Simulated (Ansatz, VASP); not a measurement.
# SiO2: VASP beside Ansatz

File POSCAR:

```
SiO2
1.0
    5.1355729823      0.0000000000      0.0000000000
   -2.5677864911      4.4475366657      0.0000000000
    0.0000000000      0.0000000000      5.4579692986
Si O
3 6
Direct
    0.0000000000      0.5000000000      0.3333333333
    0.5000000000      0.5000000000      0.6666666667
    0.5000000000      0.0000000000      0.0000000000
    0.5834989535      0.7917494768      0.8333333333
    0.7917494768      0.5834989535      0.5000000000
    0.7917494768      0.2082505232      0.1666666667
    0.4165010465      0.2082505232      0.8333333333
    0.2082505232      0.4165010465      0.5000000000
    0.2082505232      0.7917494768      0.1666666667
```

The input INCAR.step1:

```
ALGO = Normal
EDIFF = 1E-4
ENCUT = 520
GGA = PE
ISMEAR = 0
LASPH = T
LCHARG = F
LREAL = F
LWAVE = T
NBANDS = 34
NELM = 80
PREC = Accurate
SIGMA = 0.05
```

File INCAR.step2:

```
ALGO = Normal
EDIFF = 1E-6
ENCUT = 520
ISIF = 2
ISMEAR = 0
ISTART = 1
LASPH = T
LCHARG = F
LMIXTAU = T
LREAL = F
LWAVE = F
METAGGA = R2SCAN
NBANDS = 34
NELM = 80
PREC = Accurate
SIGMA = 0.05
```

The input KPOINTS:

```
k-points
0
Gamma
  6 6 4
```

Input for Ansatz:

```yaml
crystal:
  lattice:
    - [5.1355729823, 0.0, 0.0]
    - [-2.5677864911, 4.4475366657, 0.0]
    - [0.0, 0.0, 5.4579692986]
  atoms:
    - { symbol: Si, position: [0.0, 0.5, 0.3333333333] }
    - { symbol: Si, position: [0.5, 0.5, 0.6666666667] }
    - { symbol: Si, position: [0.5, 0.0, 0.0] }
    - { symbol: O, position: [0.5834989535, 0.7917494768, 0.8333333333] }
    - { symbol: O, position: [0.7917494768, 0.5834989535, 0.5] }
    - { symbol: O, position: [0.7917494768, 0.2082505232, 0.1666666667] }
    - { symbol: O, position: [0.4165010465, 0.2082505232, 0.8333333333] }
    - { symbol: O, position: [0.2082505232, 0.4165010465, 0.5] }
    - { symbol: O, position: [0.2082505232, 0.7917494768, 0.1666666667] }
basis:
  ecutwfc: 500
kpoints:
  mp_grid: { grid: [6, 6, 4] }
hamiltonian:
  xc: r2scan
scf:
  occupations: { method: gaussian, width: 0.05 }
output:
  forces: true
  stress: true
  eigenvalues: true
```

Change from the starting cell: strain +0.015 along x and y, -0.015 along z, atoms carried along.

Alike in both runs: task single point; functional r2SCAN; k mesh 6 × 6 × 4; occupations gaussian, width 0.05 eV; no spin polarisation.

|  | VASP | Ansatz |
| --- | --- | --- |
| version | VASP 6.6.1 | Ansatz 0.2.0 |
| potentials or method | VASP PAW PBE potentials, release 64 (Si, O), cutoff 520 eV | scalar-relativistic, plane waves, PAW |
| valence electrons in the cell | 48 | 48 |

Ansatz gave:

- gap on the k mesh at the Fermi level (eV): 6.22
- least direct gap on the mesh (eV): 6.48
- pressure (GPa): -2.8
- traceless stress, the component that is largest in VASP (GPa): 1.49
- rms of the force components (eV/Å): 0.072

What did VASP give for the same quantities?

gap on the k mesh at the Fermi level (eV): 6.21; least direct gap on the mesh (eV): 6.48; pressure (GPa): -2.6; traceless stress, the component that is largest in VASP (GPa): 1.51; rms of the force components (eV/Å): 0.077.

VASP's potentials were made for PBE, not for r2SCAN. Atom by atom the forces differ by 0.005 eV/Å (rms over components).
